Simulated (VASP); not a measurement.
Here is a VASP 6.6.1 calculation.

INCAR

```
ALGO = Normal ; EDIFF = 1E-6
ENCUT = 520 ; ISIF = 2
ISMEAR = -1 ; LASPH = T
LCHARG = F ; LREAL = F
LWAVE = F ; NBANDS = 10
NELM = 100 ; PREC = Accurate
SIGMA = 0.08
```

Contents of KPOINTS:

```
k-points
0
Gamma
  19 19 19
```

File POSCAR:

```
Ir
1.0
   -1.4624820235      1.4624820235      1.4624820235
    1.4624820235     -1.4624820235      1.4624820235
    1.4624820235      1.4624820235     -1.4624820235
Ir
1
Direct
    0.0000000000      0.0000000000      0.0000000000
```

Potentials or basis: VASP PAW LDA potentials, release 64 (Ir).

The run is started by

```sh
$ cat potpaw_LDA.64/Ir/POTCAR > POTCAR
$ mpirun -np 1 vasp_std > vasp.out
```

Predict the band gap on the k mesh.

zero (an odd number of electrons rules out a gap without spin polarisation).

What does it give for the pressure?

72.6 GPa.

Caveat: the cell stands under pressure; spin-orbit coupling is left out, which moves the levels of the heavy elements.
